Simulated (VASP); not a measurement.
# CeTe (Pm-3m) in VASP: a series of runs

The runs below take CeTe through single point, with LDA.

All numbers are computed with VASP 6.6.1; they aren't measurements. Logs are shortened: lines on timing, memory, paths and dates and some standing lists are left out, and cuts for length are marked.

### Step 1. The cell of the first run

The structure is cubic, space group Pm-3m (No. 221). Conventional cell: a = 3.700 Å, b = 3.700 Å, c = 3.700 Å, α = 90.00°, β = 90.00°, γ = 90.00°. Within 4.2 Å of Ce (site symmetry m-3m) lie 8 Te at 3.20 Å and 6 Ce at 3.70 Å. Within 4.2 Å of Te (site symmetry m-3m) lie 8 Ce at 3.20 Å and 6 Te at 3.70 Å.

### Step 2. Single point, LDA, collinear spin, ferromagnetic start

File INCAR:

```
SYSTEM = CeTe
PREC = Accurate
ENCUT = 520
EDIFF = 1E-6
ISMEAR = -1
SIGMA = 0.1
LREAL = .FALSE.
LASPH = .TRUE.
NELM = 150
ALGO = Normal
ISIF = 2
LWAVE = .FALSE.
LCHARG = .FALSE.
ISPIN = 2
MAGMOM = 0.7 0
LORBIT = 11
LMAXMIX = 6
NBANDS = 20
```

File KPOINTS:

```
regular mesh
0
G
  8 8 8
  0 0 0
```

File POSCAR:

```
CeTe
1.0
    3.6998759583      0.0000000000      0.0000000000
    0.0000000000      3.6998759583      0.0000000000
    0.0000000000      0.0000000000      3.6998759583
Ce Te
1 1
Direct
    0.0000000000      0.0000000000      0.0000000000
    0.5000000000      0.5000000000      0.5000000000
```

Potentials or basis: VASP PAW LDA potentials, release 64 (Ce, Te).

Started as:

```
> cat potpaw_LDA.64/Ce/POTCAR potpaw_LDA.64/Te/POTCAR > POTCAR
> mpirun -np 1 vasp_std > vasp.out
```

OUTCAR:

```text
SYSTEM = CeTe
   PREC = Accurate
   ENCUT = 520
   EDIFF = 1E-6
   ISMEAR = -1
   LREAL = .FALSE.
   LASPH = .TRUE.
   NELM = 150
   ISIF = 2
   ISPIN = 2
   LORBIT = 11

 ion  position               nearest neighbor table
   1  0.000  0.000  0.000-   2 3.20   2 3.20   2 3.20   2 3.20   2 3.20   2 3.20   2 3.20   2 3.20

   2  0.500  0.500  0.500-   1 3.20   1 3.20   1 3.20   1 3.20   1 3.20   1 3.20   1 3.20   1 3.20

  LATTYP: Found a simple cubic cell.
 ALAT       =     3.6998759583

  Lattice vectors:

 A1 = (   3.6998759583,   0.0000000000,   0.0000000000)
 A2 = (   0.0000000000,   3.6998759583,   0.0000000000)
 A3 = (   0.0000000000,   0.0000000000,   3.6998759583)

Analysis of symmetry for initial positions (statically):
=====================================================================
 Subroutine PRICEL returns:
 Original cell was already a primitive cell.

 Routine SETGRP: Setting up the symmetry group for a
 simple cubic supercell.

 Subroutine GETGRP returns: Found 48 space group operations
 (whereof 48 operations were pure point group operations)
 out of a pool of 48 trial point group operations.

The static configuration has the point symmetry O_h .

Analysis of symmetry for dynamics (positions and initial velocities):
=====================================================================
 Subroutine PRICEL returns:
 Original cell was already a primitive cell.

 Routine SETGRP: Setting up the symmetry group for a
 simple cubic supercell.

 Subroutine GETGRP returns: Found 48 space group operations
 (whereof 48 operations were pure point group operations)
 out of a pool of 48 trial point group operations.

The dynamic configuration has the point symmetry O_h .

Analysis of structural, dynamic, and magnetic symmetry:
=====================================================================
 Subroutine PRICEL returns:
 Original cell was already a primitive cell.

 Routine SETGRP: Setting up the symmetry group for a
 simple cubic supercell.

 Subroutine GETGRP returns: Found 48 space group operations
 (whereof 48 operations were pure point group operations)
 out of a pool of 48 trial point group operations.

The overall configuration has the point symmetry O_h .

 Subroutine INISYM returns: Found 48 space group operations
 (whereof 48 operations are pure point group operations),
 and found     1 'primitive' translations

----------------------------------------------------------------------------------------

                                     Primitive cell

  volume of cell :      50.6479

  direct lattice vectors                    reciprocal lattice vectors
     3.699875958  0.000000000  0.000000000     0.270279331  0.000000000  0.000000000
     0.000000000  3.699875958  0.000000000     0.000000000  0.270279331  0.000000000
     0.000000000  0.000000000  3.699875958     0.000000000  0.000000000  0.270279331

  length of vectors
     3.699875958  3.699875958  3.699875958     0.270279331  0.270279331  0.270279331

  position of ions in fractional coordinates (direct lattice)
     0.000000000  0.000000000  0.000000000
     0.500000000  0.500000000  0.500000000

  ion indices of the primitive-cell ions
   primitive index   ion index
                 1           1
                 2           2

----------------------------------------------------------------------------------------

 KPOINTS: regular mesh

Automatic generation of k-mesh.
 Grid dimensions read from file:
 generate k-points for:    8    8    8

 Generating k-lattice:

  Cartesian coordinates                     Fractional coordinates (reciprocal lattice)
     0.033784916  0.000000000  0.000000000     0.125000000  0.000000000  0.000000000
     0.000000000  0.033784916  0.000000000     0.000000000  0.125000000  0.000000000
     0.000000000  0.000000000  0.033784916     0.000000000  0.000000000  0.125000000

  Length of vectors
     0.033784916  0.033784916  0.033784916

  Shift w.r.t. Gamma in fractional coordinates (k-lattice)
     0.000000000  0.000000000  0.000000000

 Subroutine IBZKPT returns following result:
 ===========================================

 Found     35 irreducible k-points:

 Following reciprocal coordinates:
            Coordinates               Weight
  0.000000  0.000000  0.000000      1.000000
  0.125000  0.000000  0.000000      6.000000
  0.250000  0.000000  0.000000      6.000000
  0.375000  0.000000  0.000000      6.000000
  0.500000  0.000000  0.000000      3.000000
  0.125000  0.125000  0.000000     12.000000
[... 16 lines left out ...]
  0.375000  0.375000  0.125000     24.000000
  0.500000  0.375000  0.125000     24.000000
 [... further k-points ...]
   k-points           NKPTS =     35   k-points in BZ     NKDIM =     35   number of bands    NBANDS=     20
   number of dos      NEDOS =    301   number of ions     NIONS =      2
   total plane-waves  NPLWV =  21952
   dimension x,y,z NGX =    28 NGY =   28 NGZ =   28
   dimension x,y,z NGXF=    56 NGYF=   56 NGZF=   56
   ions per type =               1   1
   NGX,Y,Z   is equivalent  to a cutoff of  12.58, 12.58, 12.58 a.u.
   NGXF,Y,Z  is equivalent  to a cutoff of  25.16, 25.16, 25.16 a.u.
 SYSTEM =  CeTe
   PREC   = accura    normal or accurate (medium, high low for compatibility)
   ISTART =      0    job   : 0-new  1-cont  2-samecut
   ICHARG =      2    charge: 1-file 2-atom 10-const
   ISPIN  =      2    spin polarized calculation?
   LNONCOLLINEAR =      F non collinear calculations
   LSORBIT =      F    spin-orbit coupling
   LASPH  =      T    aspherical Exc in radial PAW
   ENCUT  =  520.0 eV  38.22 Ry    6.18 a.u.   6.88  6.88  6.88*2*pi/ulx,y,z
   NELM   =    150;   NELMIN=  2; NELMDL= -5     # of ELM steps
   EDIFF  = 0.1E-05   stopping-criterion for ELM
   LREAL  =      F    real-space projection
   EDIFFG = 0.1E-04   stopping-criterion for IOM
   NSW    =      0    number of steps for IOM
   IBRION =     -1    ionic relax: 0-MD 1-quasi-New 2-CG
   NFREE  =      0    steps in history (QN), initial steepest desc. (CG)
   ISIF   =      2    stress and relaxation
   ISYM   =      2    0-nonsym 1-usesym 2-fastsym
   POTIM  = 0.5000    time-step for ionic-motion
   TEBEG  =    0.0;   TEEND  =   0.0 temperature during run
   PSTRESS=    0.0 pullay stress
   NELECT =      18.0000    total number of electrons
   NUPDOWN=      -1.0000    fix difference up-down
   EMIN   =  10.00;   EMAX   =-10.00  energy-range for DOS
   EFERMI =   0.00;   METHOD = LEGACY
   ISMEAR =    -1;   SIGMA  =   0.10  broadening in eV -4-tet -1-fermi 0-gaus
   EFERMI_NEDOS =   21; number of points for ismear=-14 and -15
   IALGO  =     38    algorithm
   IMIX   =      4    mixing-type and parameters
     AMIX     =   0.40;   BMIX     =  1.00
     AMIX_MAG =   1.60;   BMIX_MAG =  1.00
  volume/ion in A,a.u.               =      25.32       170.89
  Fermi-wavevector in a.u.,A,eV,Ry     =   1.159610  2.191345 18.295681  1.344695
  Thomas-Fermi vector in A             =   2.296201
   LORBIT       =     11    0 simple, 1 ext, 2 COOP (PROOUT), +10 PAW based schemes
   GGA     = CA    functional components
   LHFCALC =     F    Hartree Fock is set to
   AEXX    =    0.0000 exact exchange contribution
   IVDW    =     0    specifies the selected vdW correction
   LEPSILON=     F    determine dielectric tensor
   LRPA    =     F    only Hartree local field effects (RPA)
 spin polarized calculation
  energy-cutoff  :      520.00
  volume of cell :       50.65
 maximum number of plane-waves:      1406
 NGX is ok and might be reduce to    28
   NGX = 13   NGY = 13   NGZ = 13

 number of electron      18.0000000 magnetization       0.9661150

 Free energy of the ion-electron system (eV)
  ---------------------------------------------------
  ext. energy  EPLUGINS =         0.00000000
  ---------------------------------------------------
  free energy    TOTEN  =       -13.16211116 eV

  energy without entropy =      -12.93185396  energy(sigma->0) =      -13.04698256

 E-fermi :   9.9508     XC(G=0): -11.2000

 val. band max:        9.9409484777   @ k =   0.5000   0.2500   0.2500
 cond. band min:       9.9521442196   @ k =   0.5000   0.1250   0.0000
 fundamental gap:      0.0111957419
 Fermi energy:         9.9507673907

 spin component 1

 k-point     1 :       0.0000    0.0000    0.0000
  band No.  band energies     occupation
      1     -24.6961      1.00000
      2      -7.3213      1.00000
      3      -7.3213      1.00000
      4      -7.3213      1.00000
      5      -2.9328      1.00000
      6       8.3115      1.00000
[... 12 lines left out ...]
     19      13.5606      0.00000
     20      13.5615      0.00000
[... 507 lines left out ...]
 k-point    24 :       0.5000    0.3750    0.1250
  band No.  band energies     occupation
      1     -24.5591      1.00000
      2      -8.0716      1.00000
      3      -7.9065      1.00000
      4      -7.2555      1.00000
      5      -1.5979      1.00000
      6       5.5518      1.00000
[... 12 lines left out ...]
     19      14.2944      0.00000
     20      15.3995      0.00000

 [... further k-points ...]

 spin component 2

 k-point     1 :       0.0000    0.0000    0.0000
  band No.  band energies     occupation
      1     -24.3281      1.00000
      2      -7.0123      1.00000
      3      -7.0123      1.00000
      4      -7.0123      1.00000
      5      -2.9092      1.00000
      6       8.5119      1.00000
[... 12 lines left out ...]
     19      13.7346      0.00000
     20      13.7347      0.00000
[... 507 lines left out ...]
 k-point    24 :       0.5000    0.3750    0.1250
  band No.  band energies     occupation
      1     -24.1882      1.00000
      2      -7.7771      1.00000
      3      -7.6060      1.00000
      4      -6.9421      1.00000
      5      -1.5842      1.00000
      6       5.6210      1.00000
[... 12 lines left out ...]
     19      14.4179      0.00000
     20      15.6592      0.00000

 [... further k-points ...]
[... 5 lines left out ...]
  --------------------------------------------------------------------------------------
  -------------------------------------------------------------------------------------
  Total        1.1685491      1.1685491      1.1685491      0.0000000      0.0000000     -0.0000000
  in kB       36.9654562     36.9654562     36.9654562      0.0000000      0.0000000     -0.0000000
  external PRESSURE =      36.9654562 kB  Pullay stress =       0.0000000 kB

 VOLUME and BASIS-vectors are now :
 -----------------------------------------------------------------------------
  energy-cutoff  :      520.00
  volume of cell :       50.65
      direct lattice vectors                 reciprocal lattice vectors
     3.699875958  0.000000000  0.000000000     0.270279331  0.000000000  0.000000000
     0.000000000  3.699875958  0.000000000     0.000000000  0.270279331  0.000000000
     0.000000000  0.000000000  3.699875958     0.000000000  0.000000000  0.270279331

 POSITION                                       TOTAL-FORCE (eV/Angst)
 -----------------------------------------------------------------------------------
      0.00000      0.00000      0.00000         0.000000      0.000000      0.000000
      1.84994      1.84994      1.84994         0.000000      0.000000      0.000000
 -----------------------------------------------------------------------------------
    total drift:                               -0.000000      0.000000     -0.000000

  FREE ENERGIE OF THE ION-ELECTRON SYSTEM (eV)
  ---------------------------------------------------
  free  energy   TOTEN  =       -13.1621111602 eV

  energy  without entropy=      -12.9318539564  energy(sigma->0) =      -13.04698256

 total charge

# of ion       s       p       d       f       tot
--------------------------------------------------
    1        2.040   5.658   0.981   1.099   9.778
    2        1.352   2.140   0.048   0.000   3.540
--------------------------------------------------
tot          3.392   7.798   1.030   1.099  13.319

 magnetization (x)

# of ion       s       p       d       f       tot
--------------------------------------------------
    1        0.003   0.002   0.091   0.753   0.849
    2       -0.002  -0.021   0.005   0.000  -0.019
--------------------------------------------------
tot          0.001  -0.019   0.096   0.753   0.830
```

It took 1.8 min on 1 thread of Intel Xeon 8259CL, shared host; peak memory 0.21 GiB.

Results:

```
Free energy                                           : -13.1621 eV
Pressure                                              : 3.7 GPa
Net moment                                            : 0.97 μB per cell
Site moments                                          : Ce +0.85; Te -0.02 μB
Valence electrons inside the program's atomic spheres : Ce 9.78; Te 3.54
```

Levels at points of the mesh, in eV from the Fermi level:
Spin up:
```tsv
k point	band 5	band 6	band 7	band 8	band 9	band 10	band 11	band 12	band 13	band 14
(0.00, 0.00, 0.00)	-12.88	-1.64	-1.64	-1.45	-1.45	-1.45	0.18	0.18	0.18	0.32
(0.50, 0.00, 0.00)	-11.13	-6.04	-2.39	-2.39	-0.64	-0.19	0.13	0.22	0.22	0.24
(0.50, 0.50, 0.00)	-11.74	-3.79	-3.79	-1.29	-0.97	0.17	0.17	0.43	0.43	0.47
(0.50, 0.50, 0.50)	-10.68	-5.64	-5.64	-5.64	0.24	0.24	0.24	0.43	0.43	0.43
```
Spin down:
```
           k point  band 7  band 8  band 9  band 10  band 11  band 12
(0.00, 0.00, 0.00)   -1.44   -1.34   -1.34    -1.34     0.62     0.62
(0.50, 0.00, 0.00)   -2.33   -2.33   -0.40     0.19     0.63     0.67
(0.50, 0.50, 0.00)   -3.72   -1.15   -0.77     0.67     0.67     0.88
(0.50, 0.50, 0.50)   -5.59   -5.59    0.75     0.75     0.75     0.88
```

Caveat: the magnetic or orbital state may not be the lowest; the cell stands under pressure; spin-orbit coupling is left out, which moves the levels of the heavy elements; semilocal functionals describe open f shells poorly, which spoils levels, moments and volumes.

(Part 1 of 2 ends here.)
